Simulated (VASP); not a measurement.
# LiH (Fm-3m) in VASP: settings compared, part 2 of 2

VASP 6.6.1.

## 5. Single point, r2SCAN+rVV10

This run uses another cell than the first one, of 7.98 Å³/atom, 1.029 times its volume.

POSCAR reads:

```
LiH
1.0
    0.0000000000      1.9984726919      1.9984726919
    1.9984726919      0.0000000000      1.9984726919
    1.9984726919      1.9984726919      0.0000000000
Li H
1 1
Direct
    0.0000000000      0.0000000000      0.0000000000
    0.5000000000      0.5000000000      0.5000000000
```

INCAR.step1 reads:

```
SYSTEM = LiH
ALGO     = Normal         ! electronic algorithm
EDIFF    = 1E-4           ! SCF threshold, eV
ENCUT    = 520            ! plane-wave cutoff, eV
GGA      = PE             ! functional
ISMEAR   = -1             ! smearing method
LASPH    = .True.         ! aspherical terms in the spheres
LCHARG   = .False.        ! write CHGCAR
LREAL    = .False.        ! projectors in reciprocal space
LWAVE    = .True.         ! write WAVECAR
NBANDS   = 9              ! bands
NELM     = 100            ! most SCF steps
PREC     = Accurate       ! precision mode
SIGMA    = 0.02           ! smearing width, eV
```

INCAR.step2 reads:

```
SYSTEM = LiH
ALGO     = Normal         ! electronic algorithm
BPARAM   = 11.95        
CPARAM   = 0.0093       
EDIFF    = 1E-6           ! SCF threshold, eV
ENCUT    = 520            ! plane-wave cutoff, eV
ISIF     = 2              ! what is computed and relaxed
ISMEAR   = -1             ! smearing method
ISTART   = 1            
IVDW_NL  = 2            
LASPH    = .True.         ! aspherical terms in the spheres
LCHARG   = .False.        ! write CHGCAR
LMIXTAU  = .True.       
LREAL    = .False.        ! projectors in reciprocal space
LUSE_VDW = .True.       
LWAVE    = .False.        ! write WAVECAR
METAGGA  = R2SCAN         ! meta-GGA
NBANDS   = 9              ! bands
NELM     = 100            ! most SCF steps
PREC     = Accurate       ! precision mode
SIGMA    = 0.02           ! smearing width, eV
```

KPOINTS reads:

```
k-points
0
Gamma
  10 10 10
  0 0 0
```

Potentials or basis: VASP PAW PBE potentials, release 64 (Li_sv, H).

Run with:

```sh
$ cat potpaw_PBE.64/Li_sv/POTCAR potpaw_PBE.64/H/POTCAR > POTCAR
$ cp INCAR.step1 INCAR
$ mpirun -np 1 vasp_std > vasp.out
$ cp INCAR.step2 INCAR
$ mpirun -np 1 vasp_std > vasp.out
```

OUTCAR:

```text
SYSTEM = LiH
   BPARAM = 11.95
   EDIFF = 1E-6
   ENCUT = 520
   ISIF = 2
   ISMEAR = -1
   ISTART = 1
   IVDW_NL = 2
   LASPH = .True.
   LREAL = .False.
   METAGGA = R2SCAN
   NELM = 100
   PREC = Accurate

 ion  position               nearest neighbor table
   1  0.000  0.000  0.000-
   2  0.500  0.500  0.500-

  LATTYP: Found a face centered cubic cell.
 ALAT       =     3.9969453838

  Lattice vectors:

 A1 = (   0.0000000000,   1.9984726919,   1.9984726919)
 A2 = (   1.9984726919,   0.0000000000,   1.9984726919)
 A3 = (   1.9984726919,   1.9984726919,   0.0000000000)

Analysis of symmetry for initial positions (statically):
=====================================================================
 Subroutine PRICEL returns:
 Original cell was already a primitive cell.

 Routine SETGRP: Setting up the symmetry group for a
 face centered cubic supercell.

 Subroutine GETGRP returns: Found 48 space group operations
[... 9 lines left out ...]

 Routine SETGRP: Setting up the symmetry group for a
 face centered cubic supercell.

 Subroutine GETGRP returns: Found 48 space group operations
[... 11 lines left out ...]
                                     Primitive cell

  volume of cell :      15.9634

  direct lattice vectors                    reciprocal lattice vectors
     0.000000000  1.998472692  1.998472692    -0.250191059  0.250191059  0.250191059
     1.998472692  0.000000000  1.998472692     0.250191059 -0.250191059  0.250191059
     1.998472692  1.998472692  0.000000000     0.250191059  0.250191059 -0.250191059

  length of vectors
     2.826267185  2.826267185  2.826267185     0.433343627  0.433343627  0.433343627

  position of ions in fractional coordinates (direct lattice)
     0.000000000  0.000000000  0.000000000
     0.500000000  0.500000000  0.500000000

  ion indices of the primitive-cell ions
   primitive index   ion index
                 1           1
                 2           2

[... 87 lines left out ...]
   EFERMI_NEDOS =   21; number of points for ismear=-14 and -15
   IALGO  =     38    algorithm
   IMIX   =      4    mixing-type and parameters
     AMIX     =   0.40;   BMIX     =  1.00
     AMIX_MAG =   1.60;   BMIX_MAG =  1.00
  volume/ion in A,a.u.               =       7.98        53.86
  Fermi-wavevector in a.u.,A,eV,Ry     =   1.032096  1.950378 14.493217  1.065221
  Thomas-Fermi vector in A             =   2.166276
   LORBIT       =      0    0 simple, 1 ext, 2 COOP (PROOUT), +10 PAW based schemes
   METAGGA = R2SCAN    functional components
   LHFCALC =     F    Hartree Fock is set to
   AEXX    =    0.0000 exact exchange contribution
   IVDW_NL    =     2    kernel type
   BPARAM     =11.9500
   IVDW    =     0    specifies the selected vdW correction
   LEPSILON=     F    determine dielectric tensor
   LRPA    =     F    only Hartree local field effects (RPA)
 non-spin polarized calculation
  energy-cutoff  :      520.00
  volume of cell :       15.96
 maximum number of plane-waves:       444
 NGX is ok and might be reduce to    24
   NGX = 11   NGY = 11   NGZ = 11

 number of electron       3.9999996 magnetization

 Free energy of the ion-electron system (eV)
  ---------------------------------------------------
  ext. energy  EPLUGINS =         0.00000000
  ---------------------------------------------------
  free energy    TOTEN  =        -6.71101889 eV

  energy without entropy =       -6.71101889  energy(sigma->0) =       -6.71101889

 E-fermi :   0.4464     XC(G=0):  -8.8781

 val. band max:       -0.1401449909   @ k =   0.5000   0.5000   0.0000
 cond. band min:       3.3994563258   @ k =   0.5000   0.5000   0.0000
 fundamental gap:      3.5396013166
 Fermi energy:         0.4463837945

 k-point     1 :       0.0000    0.0000    0.0000
  band No.  band energies     occupation
      1     -45.8278      2.00000
      2      -5.6377      2.00000
      3      17.6025      0.00000
      4      19.3367      0.00000
      5      19.3367      0.00000
      6      19.3373      0.00000
      7      23.7508      0.00000
      8      23.7508      0.00000
      9      23.7510      0.00000
[... 265 lines left out ...]
 k-point    24 :       0.4000    0.3000    0.0000
  band No.  band energies     occupation
      1     -45.7790      2.00000
      2      -2.4421      2.00000
      3       7.2091      0.00000
      4      11.2747      0.00000
      5      12.6673      0.00000
      6      17.3714      0.00000
      7      19.3017      0.00000
      8      31.2487      0.00000
      9      31.9017      0.00000

 [... further k-points ...]
[... 5 lines left out ...]
  --------------------------------------------------------------------------------------
  -------------------------------------------------------------------------------------
  Total       -0.0504232     -0.0504232     -0.0504232     -0.0000000      0.0000000      0.0000000
  in kB       -5.0607650     -5.0607650     -5.0607650     -0.0000000      0.0000000      0.0000000
  external PRESSURE =      -5.0607650 kB  Pullay stress =       0.0000000 kB

 VOLUME and BASIS-vectors are now :
 -----------------------------------------------------------------------------
  energy-cutoff  :      520.00
  volume of cell :       15.96
      direct lattice vectors                 reciprocal lattice vectors
     0.000000000  1.998472692  1.998472692    -0.250191059  0.250191059  0.250191059
     1.998472692  0.000000000  1.998472692     0.250191059 -0.250191059  0.250191059
     1.998472692  1.998472692  0.000000000     0.250191059  0.250191059 -0.250191059

 POSITION                                       TOTAL-FORCE (eV/Angst)
 -----------------------------------------------------------------------------------
      0.00000      0.00000      0.00000        -0.000000     -0.000000     -0.000000
      1.99847      1.99847      1.99847         0.000000      0.000000      0.000000
 -----------------------------------------------------------------------------------
    total drift:                                0.000000     -0.000000     -0.000000

  FREE ENERGIE OF THE ION-ELECTRON SYSTEM (eV)
  ---------------------------------------------------
  free  energy   TOTEN  =        -6.7110188893 eV

  energy  without entropy=       -6.7110188893  energy(sigma->0) =       -6.71101889
```

It took 78 s on 1 thread of AMD EPYC 7R43 (Zen 3), shared host; peak memory 0.17 GiB.

Results:

```
Free energy            : -6.7110 eV
Band gap on the k mesh : 3.54 eV, direct
```

Caveat: the cutoff is under 1.25 times the usual one of these potentials, so pressure, stress and relaxed cells hold a basis-set (Pulay) error; the PAW data sets were made with another functional, which shifts forces and pressure a little. r2SCAN opens gaps a little over a GGA but as a rule still falls short of measured ones.

## 6. Single point, r2SCAN

This run uses another cell than the first one, of 7.98 Å³/atom, 1.029 times its volume.

POSCAR is that of step 5.

INCAR.step1 reads:

```
PREC = Accurate
ENCUT = 520
ISMEAR = 0
SIGMA = 0.01
LREAL = False
LASPH = True
NELM = 80
NBANDS = 9
GGA = PE
ALGO = Normal
EDIFF = 1E-4
LWAVE = True
LCHARG = False
```

INCAR.step2 reads:

```
PREC = Accurate
ENCUT = 520
EDIFF = 1E-7
ISMEAR = 0
SIGMA = 0.01
LREAL = False
LASPH = True
NELM = 80
ALGO = Normal
ISIF = 2
LWAVE = False
LCHARG = False
METAGGA = R2SCAN
LMIXTAU = True
NBANDS = 9
ISTART = 1
```

KPOINTS reads:

```
regular mesh
0
Gamma
  10 10 10
```

Potentials or basis: VASP PAW PBE potentials, release 64 (Li_sv, H).

Run with:

```sh
$ cat potpaw_PBE.64/Li_sv/POTCAR potpaw_PBE.64/H/POTCAR > POTCAR
$ cp INCAR.step1 INCAR
$ mpirun -np 1 vasp_std > vasp.out
$ cp INCAR.step2 INCAR
$ mpirun -np 1 vasp_std > vasp.out
```

It took 61 s on 1 thread of AMD EPYC 7R43 (Zen 3), shared host; peak memory 0.1 GiB.

It converged, with:

* Free energy: -6.8176 eV
* Band gap on the k mesh: 3.58 eV, direct

Levels at points of the mesh, in eV from the valence-band top:
```csv
k point,band 1,band 2,band 3,band 4,band 5,band 6,band 7
"(0.00, 0.00, 0.00)",-45.72,-5.48,17.76,19.49,19.49,19.49,23.93
"(0.50, 0.00, 0.00)",-45.68,-2.66,5.70,15.02,18.24,18.24,19.90
"(0.50, 0.50, 0.00)",-45.66,0.00,3.58,11.79,11.79,15.10,19.31
```

Caveat: the cutoff is under 1.25 times the usual one of these potentials, so pressure, stress and relaxed cells hold a basis-set (Pulay) error; the PAW data sets were made with another functional, which shifts forces and pressure a little.

## 7. Overview

```csv
level,potentials or basis,cell,smearing,gap on the mesh (eV)
PBE+D4,"VASP PAW PBE potentials, release 64 (Li_sv, H)","a = 2.799 Å, angles 60.0°, 2 atoms",fermi-dirac 0.02 eV,2.95
PBE,"VASP PAW PBE potentials, release 64 (Li_sv, H)","a = 2.826 Å, angles 60.0°, 2 atoms",fermi-dirac 0.02 eV,2.97
LDA,"VASP PAW LDA potentials, release 64 (Li_sv, H)","a = 2.826 Å, angles 60.0°, 2 atoms",gaussian 0.01 eV,2.60
r2SCAN+rVV10,"VASP PAW PBE potentials, release 64 (Li_sv, H)","a = 2.826 Å, angles 60.0°, 2 atoms",fermi-dirac 0.02 eV,3.54
r2SCAN,"VASP PAW PBE potentials, release 64 (Li_sv, H)","a = 2.826 Å, angles 60.0°, 2 atoms",gaussian 0.01 eV,3.58
```

Alike in all rows: task single point; no spin polarisation; k mesh 10 × 10 × 10; cutoff (eV) 520.

Caveats: the cutoff is under 1.25 times the usual one of these potentials, so pressure, stress and relaxed cells hold a basis-set (Pulay) error; the PAW data sets were made with another functional, which shifts forces and pressure a little (some runs).

Total energies depend on the potentials used, so only differences within one code and one set of settings carry meaning.
